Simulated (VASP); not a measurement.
# MgO (CsCl type) (Pm-3m) in VASP: a series of runs, part 2 of 2

VASP 6.6.1.

### 3 Single point, PBE

Input file INCAR:

```
PREC = Accurate ; ENCUT = 520
EDIFF = 1E-7 ; ISMEAR = -1
SIGMA = 0.08 ; LREAL = False
LASPH = True ; NELM = 100
ALGO = Normal ; ISIF = 2
LWAVE = False ; LCHARG = False
GGA = PE ; NBANDS = 11
```

Input file KPOINTS:

```
regular mesh
0
Gamma
  16 16 16
```

Input file POSCAR:

```
MgO
1.0
    2.2542224073      0.0000000000      0.0000000000
    0.0000000000      2.2542224073      0.0000000000
    0.0000000000      0.0000000000      2.2542224073
Mg O
1 1
Direct
    0.0000000000      0.0000000000      0.0000000000
    0.5000000000      0.5000000000      0.5000000000
```

Potentials or basis: VASP PAW PBE potentials, release 64 (Mg, O).

Started as:

```console
$ cat potpaw_PBE.64/Mg/POTCAR potpaw_PBE.64/O/POTCAR > POTCAR
$ mpirun -np 1 vasp_std > vasp.out
```

OUTCAR:

```text
PREC = Accurate
   ENCUT = 520
   EDIFF = 1E-7
   ISMEAR = -1
   LREAL = False
   LASPH = True
   NELM = 100
   ISIF = 2
   GGA = PE

 ion  position               nearest neighbor table
   1  0.000  0.000  0.000-   2 1.95   2 1.95   2 1.95   2 1.95   2 1.95   2 1.95   2 1.95   2 1.95

   2  0.500  0.500  0.500-   1 1.95   1 1.95   1 1.95   1 1.95   1 1.95   1 1.95   1 1.95   1 1.95

  LATTYP: Found a simple cubic cell.
 ALAT       =     2.2542224073

  Lattice vectors:

 A1 = (   2.2542224073,   0.0000000000,   0.0000000000)
 A2 = (   0.0000000000,   2.2542224073,   0.0000000000)
 A3 = (   0.0000000000,   0.0000000000,   2.2542224073)

Analysis of symmetry for initial positions (statically):
=====================================================================
 Subroutine PRICEL returns:
 Original cell was already a primitive cell.

 Routine SETGRP: Setting up the symmetry group for a
 simple cubic supercell.

 Subroutine GETGRP returns: Found 48 space group operations
 (whereof 48 operations were pure point group operations)
 out of a pool of 48 trial point group operations.

The static configuration has the point symmetry O_h .

Analysis of symmetry for dynamics (positions and initial velocities):
=====================================================================
 Subroutine PRICEL returns:
 Original cell was already a primitive cell.

 Routine SETGRP: Setting up the symmetry group for a
 simple cubic supercell.

 Subroutine GETGRP returns: Found 48 space group operations
 (whereof 48 operations were pure point group operations)
 out of a pool of 48 trial point group operations.

The dynamic configuration has the point symmetry O_h .

 Subroutine INISYM returns: Found 48 space group operations
 (whereof 48 operations are pure point group operations),
 and found     1 'primitive' translations

[... 118 lines left out ...]
   LORBIT       =      0    0 simple, 1 ext, 2 COOP (PROOUT), +10 PAW based schemes
   GGA     = PE    functional components
   LHFCALC =     F    Hartree Fock is set to
   AEXX    =    0.0000 exact exchange contribution
   IVDW    =     0    specifies the selected vdW correction
   LEPSILON=     F    determine dielectric tensor
   LRPA    =     F    only Hartree local field effects (RPA)
 non-spin polarized calculation
  energy-cutoff  :      520.00
  volume of cell :       11.45
 maximum number of plane-waves:       320
 NGX is ok and might be reduce to    18
   NGX =  9   NGY =  9   NGZ =  9

 number of electron       8.0000001 magnetization

 Free energy of the ion-electron system (eV)
  ---------------------------------------------------
  ext. energy  EPLUGINS =         0.00000000
  ---------------------------------------------------
  free energy    TOTEN  =        -7.55366328 eV

  energy without entropy =       -7.55366328  energy(sigma->0) =       -7.55366328

 E-fermi :  12.0753     XC(G=0): -13.7326

 val. band max:       10.4572664108   @ k =   0.5000   0.5000   0.0000
 cond. band min:      17.1517949652   @ k =   0.5000   0.5000   0.0000
 fundamental gap:      6.6945285544
 Fermi energy:        12.0753315601

 k-point     1 :       0.0000    0.0000    0.0000
  band No.  band energies     occupation
      1     -12.1693      2.00000
      2       8.8303      2.00000
      3       8.8303      2.00000
      4       8.8303      2.00000
      5      19.0672      0.00000
      6      21.3649      0.00000
      7      21.3649      0.00000
      8      39.9313      0.00000
      9      39.9313      0.00000
     10      39.9313      0.00000
     11      44.7553      0.00000
[... 309 lines left out ...]
 k-point    24 :       0.5000    0.1250    0.0000
  band No.  band energies     occupation
      1      -9.3460      2.00000
      2       0.7894      2.00000
      3       8.2268      2.00000
      4       9.5144      2.00000
      5      23.4933      0.00000
      6      24.4898      0.00000
      7      27.0479      0.00000
      8      30.8929      0.00000
      9      34.1987      0.00000
     10      36.6545      0.00000
     11      39.4466      0.00000

 [... further k-points ...]

------------------------ aborting loop because EDIFF is reached ----------------------------------------

  FORCE on cell =-STRESS in cart. coord.  units (eV):
  Direction    XX          YY          ZZ          XY          YZ          ZX
  --------------------------------------------------------------------------------------
  -------------------------------------------------------------------------------------
  Total       13.6477595     13.6477595     13.6477595     -0.0000000     -0.0000000      0.0000000
  in kB     1908.8933128   1908.8933128   1908.8933128     -0.0000000     -0.0000000      0.0000000
  external PRESSURE =    1908.8933128 kB  Pullay stress =       0.0000000 kB

 VOLUME and BASIS-vectors are now :
 -----------------------------------------------------------------------------
  energy-cutoff  :      520.00
  volume of cell :       11.45
      direct lattice vectors                 reciprocal lattice vectors
     2.254222407  0.000000000  0.000000000     0.443611951  0.000000000  0.000000000
     0.000000000  2.254222407  0.000000000     0.000000000  0.443611951  0.000000000
     0.000000000  0.000000000  2.254222407     0.000000000  0.000000000  0.443611951

 POSITION                                       TOTAL-FORCE (eV/Angst)
 -----------------------------------------------------------------------------------
      0.00000      0.00000      0.00000         0.000000      0.000000      0.000000
      1.12711      1.12711      1.12711         0.000000      0.000000      0.000000
 -----------------------------------------------------------------------------------
    total drift:                                0.000000     -0.000000      0.000000

  FREE ENERGIE OF THE ION-ELECTRON SYSTEM (eV)
  ---------------------------------------------------
  free  energy   TOTEN  =        -7.5536632784 eV

  energy  without entropy=       -7.5536632783  energy(sigma->0) =       -7.55366328
```

stdout:

```text
POSCAR found type information on POSCAR MgO
 POSCAR found :  2 types and       2 ions
 scaLAPACK will be used
 LDA part: xc-table for (Slater+PW92), standard interpolation
 POSCAR, INCAR and KPOINTS ok, starting setup
 FFT: planning ... GRIDC
 FFT: planning ... GRID_SOFT
 FFT: planning ... GRID
 WAVECAR not read
 entering main loop
```

Run time: 10 s. Hardware: 1 thread of Intel Xeon 6975P-C, shared host; peak memory 0.14 GiB.

What came out:

| Quantity | Value |
| --- | --- |
| Free energy | -7.5537 eV |
| Pressure | 190.9 GPa |
| Band gap on the k mesh | 6.69 eV, direct |

Levels at points of the mesh, in eV from the valence-band top:
```csv
k point,band 1,band 2,band 3,band 4,band 5,band 6,band 7,band 8
"(0.00, 0.00, 0.00)",-22.63,-1.63,-1.63,-1.63,8.61,10.91,10.91,29.47
"(0.50, 0.00, 0.00)",-20.00,-9.97,-1.09,-1.09,12.28,15.64,16.97,19.83
"(0.50, 0.50, 0.00)",-18.33,-7.48,-7.48,0.00,6.69,17.71,18.30,18.30
"(0.50, 0.50, 0.50)",-16.17,-6.50,-6.50,-6.50,9.85,9.85,9.85,25.96
```

A k mesh can miss the band edges. A hybrid or GW would open this gap; PBE tends to underestimate it.

### 4 Relaxation of cell and atoms, PBE, target pressure 190 GPa, at which the enthalpy is minimised

Input file INCAR:

```
SYSTEM = MgO
PREC = Accurate ; ENCUT = 600
EDIFF = 1E-6 ; ISMEAR = -1
SIGMA = 0.08 ; LREAL = .FALSE.
LASPH = .TRUE. ; NELM = 60
ALGO = Normal ; ISIF = 3
LWAVE = .FALSE. ; LCHARG = .FALSE.
GGA = PE ; IBRION = 2
NSW = 32 ; EDIFFG = -0.005
PSTRESS = 1900.0
```

Input file KPOINTS:

```
Automatic mesh
0
G
  16 16 16
  0 0 0
```

POSCAR is that of step 3.

Potentials or basis: VASP PAW PBE potentials, release 64 (Mg, O).

Started as:

```console
$ cat potpaw_PBE.64/Mg/POTCAR potpaw_PBE.64/O/POTCAR > POTCAR
$ mpirun -np 1 vasp_std > vasp.out
```

OUTCAR:

```text
SYSTEM = MgO
   PREC = Accurate
   ENCUT = 600
   EDIFF = 1E-6
   ISMEAR = -1
   LREAL = .FALSE.
   LASPH = .TRUE.
   NELM = 60
   ISIF = 3
   GGA = PE
   IBRION = 2
   NSW = 32
   EDIFFG = -0.005
   PSTRESS = 1900.0

 ion  position               nearest neighbor table
   1  0.000  0.000  0.000-   2 1.95   2 1.95   2 1.95   2 1.95   2 1.95   2 1.95   2 1.95   2 1.95

   2  0.500  0.500  0.500-   1 1.95   1 1.95   1 1.95   1 1.95   1 1.95   1 1.95   1 1.95   1 1.95

  LATTYP: Found a simple cubic cell.
 ALAT       =     2.2542224073

  Lattice vectors:

 A1 = (   2.2542224073,   0.0000000000,   0.0000000000)
 A2 = (   0.0000000000,   2.2542224073,   0.0000000000)
 A3 = (   0.0000000000,   0.0000000000,   2.2542224073)

Analysis of symmetry for initial positions (statically):
=====================================================================
 Subroutine PRICEL returns:
 Original cell was already a primitive cell.

 Routine SETGRP: Setting up the symmetry group for a
 simple cubic supercell.

 Subroutine GETGRP returns: Found 48 space group operations
 (whereof 48 operations were pure point group operations)
 out of a pool of 48 trial point group operations.

The static configuration has the point symmetry O_h .

[... 166 lines left out ...]
  --------------------------------------------------------------------------------------
  -------------------------------------------------------------------------------------
  Total       13.6108045     13.6108045     13.6108045     -0.0000000     -0.0000000      0.0000000
  in kB     1903.7244590   1903.7244590   1903.7244590     -0.0000000     -0.0000000      0.0000000
  external PRESSURE =       3.7244590 kB  Pullay stress =    1900.0000000 kB
[... 63 lines left out ...]
--------------------------------------- Ionic step        3  -------------------------------------------

 number of electron       8.0000001 magnetization

 Free energy of the ion-electron system (eV)
  ---------------------------------------------------
  ext. energy  EPLUGINS =         0.00000000
  ---------------------------------------------------
  free energy    TOTEN  =        -7.56597853 eV

  energy without entropy =       -7.56597853  energy(sigma->0) =       -7.56597853

 E-fermi :  11.9564     XC(G=0): -13.7298

 val. band max:       10.4470335208   @ k =   0.5000   0.5000   0.0000
 cond. band min:      17.1428480798   @ k =   0.5000   0.5000   0.0000
 fundamental gap:      6.6958145590
 Fermi energy:        11.9564093209

 k-point     1 :       0.0000    0.0000    0.0000
  band No.  band energies     occupation
      1     -12.1732      2.00000
      2       8.8207      2.00000
      3       8.8207      2.00000
      4       8.8207      2.00000
      5      19.0491      0.00000
      6      21.3573      0.00000
      7      21.3573      0.00000
      8      39.9047      0.00000
[... 243 lines left out ...]
 k-point    24 :       0.5000    0.1250    0.0000
  band No.  band energies     occupation
      1      -9.3520      2.00000
      2       0.7843      2.00000
      3       8.2174      2.00000
      4       9.5043      2.00000
      5      23.4773      0.00000
      6      24.4757      0.00000
      7      27.0339      0.00000
      8      30.8814      0.00000

 [... further k-points ...]
[... 5 lines left out ...]
  --------------------------------------------------------------------------------------
  -------------------------------------------------------------------------------------
  Total       13.5898747     13.5898747     13.5898747     -0.0000000     -0.0000000     -0.0000000
  in kB     1899.8746467   1899.8746467   1899.8746467     -0.0000000     -0.0000000     -0.0000000
  external PRESSURE =      -0.1253533 kB  Pullay stress =    1900.0000000 kB
[... 21 lines left out ...]
  energy  without entropy=       -7.5659785261  energy(sigma->0) =       -7.56597853

  enthalpy is  TOTEN    =         6.0247928102 eV   P V=       13.5907713363

 reached required accuracy - stopping structural energy minimisation
```

OSZICAR:

```text
N       E                     dE             d eps       ncg     rms          rms(c)
DAV:   1     0.195973988033E+02    0.19597E+02   -0.58613E+03  3192   0.107E+03
DAV:   2    -0.949849025028E+01   -0.29096E+02   -0.28325E+02  3256   0.166E+02
DAV:   3    -0.970237594975E+01   -0.20389E+00   -0.20389E+00  3896   0.152E+01
DAV:   4    -0.970248764446E+01   -0.11169E-03   -0.11169E-03  3768   0.301E-01
[... 14 lines left out ...]
       N       E                     dE             d eps       ncg     rms          rms(c)
DAV:   1    -0.756605156018E+01    0.19466E-01   -0.19728E-03  2776   0.501E-01    0.647E-02
DAV:   2    -0.756598052797E+01    0.71032E-04   -0.31180E-04  2728   0.153E-01    0.138E-02
DAV:   3    -0.756597868661E+01    0.18414E-05   -0.11705E-05  3256   0.330E-02    0.397E-03
DAV:   4    -0.756597852616E+01    0.16044E-06   -0.44611E-07  1400   0.780E-03
   3 F= 0.60247928E+01 E0= 0.60247928E+01  d E =-.591862E-05
```

CONTCAR:

```text
MgO
   1.00000000000000
     2.2545871582413253   -0.0000000000000000    0.0000000000000000
    -0.0000000000000000    2.2545871582413253    0.0000000000000000
    -0.0000000000000000   -0.0000000000000000    2.2545871582413253
  Mg              O
     1     1
Direct
     0.0000000000000000    0.0000000000000000    0.0000000000000000
     0.5000000000000000    0.5000000000000000    0.5000000000000000

  0.00000000E+00  0.00000000E+00  0.00000000E+00
  0.00000000E+00  0.00000000E+00  0.00000000E+00
```

Wall time 19 s (1 thread of Intel Xeon 6975P-C, shared host); peak memory 0.14 GiB.

What came out:

```
Free energy                                            : -7.5660 eV
Relaxed volume                                         : 5.73 Å³/atom
Relaxed cell                                           : a = 2.255 Å, b = 2.255 Å, c = 2.255 Å, α = 90.00°, β = 90.00°, γ = 90.00°
Space group after relaxing (to 0.05 Å)                 : Pm-3m (No. 221)
Energy change on relaxing (the enthalpy is what falls) : -3.3 meV/atom
Ionic steps                                            : 3
Pressure after relaxing                                : 190.0 GPa
Band gap on the k mesh                                 : 6.70 eV, direct
```

The path:
```csv
step,energy change (eV),largest force (eV/Å),pressure (GPa),volume (Å³)
1,0.0000,0.0000,190.37,11.45
2,-0.0261,0.0000,188.90,11.48
3,-0.0066,0.0000,189.99,11.46
```

Final structure:
```xyz
2
Lattice="2.2546 0.0000 0.0000 0.0000 2.2546 0.0000 0.0000 0.0000 2.2546" Properties=species:S:1:pos:R:3 pbc="T T T"
Mg    0.0000    0.0000    0.0000
O     1.1273    1.1273    1.1273
```

Levels at points of the mesh, in eV from the valence-band top:
| k point | band 1 | band 2 | band 3 | band 4 | band 5 | band 6 | band 7 | band 8 |
| --- | --- | --- | --- | --- | --- | --- | --- | --- |
| (0.00, 0.00, 0.00) | -22.62 | -1.63 | -1.63 | -1.63 | 8.60 | 10.91 | 10.91 | 29.46 |
| (0.50, 0.00, 0.00) | -20.00 | -9.96 | -1.09 | -1.09 | 12.28 | 15.63 | 16.97 | 19.83 |
| (0.50, 0.50, 0.00) | -18.33 | -7.48 | -7.48 | 0.00 | 6.70 | 17.70 | 18.29 | 18.29 |
| (0.50, 0.50, 0.50) | -16.17 | -6.50 | -6.50 | -6.50 | 9.85 | 9.85 | 9.85 | 25.94 |

Caveat: the cell is relaxed towards a set pressure, so the enthalpy falls and the energy may rise. A k mesh can miss the band edges.

### 5 Relaxation of cell and atoms, PBE, target pressure 190 GPa, at which the enthalpy is minimised

This run uses another cell than the first one, of 5.80 Å³/atom, 1.013 times its volume.

Input file INCAR:

```
SYSTEM = MgO
ALGO     = Normal         ! electronic algorithm
EDIFF    = 1E-6           ! SCF threshold, eV
EDIFFG   = -0.005         ! ionic threshold
ENCUT    = 600            ! plane-wave cutoff, eV
GGA      = PE             ! functional
IBRION   = 2              ! ionic algorithm
ISIF     = 3              ! what is computed and relaxed
ISMEAR   = -1             ! smearing method
LASPH    = .TRUE.         ! aspherical terms in the spheres
LCHARG   = .FALSE.        ! write CHGCAR
LREAL    = .FALSE.        ! projectors in reciprocal space
LWAVE    = .FALSE.        ! write WAVECAR
NELM     = 60             ! most SCF steps
NSW      = 60             ! ionic steps
PREC     = Accurate       ! precision mode
PSTRESS  = 1900.0       
SIGMA    = 0.08           ! smearing width, eV
```

Input file KPOINTS:

```
k-points
0
G
  16 16 16
  0 0 0
```

Input file POSCAR:

```
MgO
1.0
    2.2638500018      0.0000000000      0.0000000000
    0.0000000000      2.2638500018      0.0000000000
    0.0000000000      0.0000000000      2.2638500018
Mg O
1 1
Direct
    0.0000000000      0.0000000000      0.0000000000
    0.5000000000      0.5000000000      0.5000000000
```

Started as:

```console
$ cat potpaw_PBE.64/Mg/POTCAR potpaw_PBE.64/O/POTCAR > POTCAR
$ mpirun -np 1 vasp_std > vasp.out
```

It took 19 s on 1 thread of Intel Xeon 6975P-C, shared host; peak memory 0.14 GiB.

The run converged. Its results:

```yaml
Free_energy: -7.5685 eV
Relaxed_volume: 5.73 Å³/atom
Relaxed_cell: a = 2.255 Å, b = 2.255 Å, c = 2.255 Å, α = 90.00°, β = 90.00°, γ = 90.00°
Space_group_after_relaxing_to_0.05_Å: Pm-3m (No. 221)
Energy_change_on_relaxing_the_enthalpy_is_what_falls: +81.1 meV/atom
Ionic_steps: 3
Pressure_after_relaxing: 189.9 GPa
Band_gap_on_the_k_mesh: 6.70 eV, direct
```

Step by step:
```csv
step,energy change (eV),largest force (eV/Å),pressure (GPa),volume (Å³)
1,0.0000,0.0000,180.56,11.60
2,0.7051,0.0000,221.09,11.04
3,0.1622,0.0000,189.88,11.46
```

Final structure:
```yaml
crystal:
  lattice:
    - [2.25469, 0.00000, 0.00000]
    - [0.00000, 2.25469, 0.00000]
    - [0.00000, 0.00000, 2.25469]
  atoms:
    - { symbol: Mg, position: [0.00000, 0.00000, 0.00000] }
    - { symbol: O, position: [0.50000, 0.50000, 0.50000] }
```

Levels at points of the mesh, in eV from the valence-band top:
```
           k point  band 1  band 2  band 3  band 4  band 5  band 6  band 7  band 8
(0.00, 0.00, 0.00)  -22.62   -1.63   -1.63   -1.63    8.60   10.91   10.91   29.45
(0.50, 0.00, 0.00)  -20.00   -9.96   -1.09   -1.09   12.28   15.63   16.97   19.83
(0.50, 0.50, 0.00)  -18.33   -7.48   -7.48    0.00    6.70   17.70   18.28   18.28
(0.50, 0.50, 0.50)  -16.17   -6.50   -6.50   -6.50    9.85    9.85    9.85   25.94
```

Caveat: the cell is relaxed towards a set pressure, so the enthalpy falls and the energy may rise.

### 6 Overview

| task | cell | cutoff (eV) | gap on the mesh (eV) | pressure (GPa) |
| --- | --- | --- | --- | --- |
| single point | a = 2.254 Å, 2 atoms | 520 | 6.69 | 190.9 |
| relaxation of cell and atoms | relaxed to 190 GPa from a = 2.254 Å, 2 atoms | 600 | 6.70 | 190.0 |
| relaxation of cell and atoms | relaxed to 190 GPa from a = 2.264 Å, 2 atoms | 600 | 6.70 | 189.9 |

Alike in all rows: level PBE; potentials or basis VASP PAW PBE potentials, release 64 (Mg, O); no spin polarisation; k mesh 16 × 16 × 16; smearing fermi-dirac 0.08 eV.

Caveats: the cell is relaxed towards a set pressure, so the enthalpy falls and the energy may rise (some runs).

Total energies depend on the potentials used, so only differences within one code and one set of settings carry meaning.
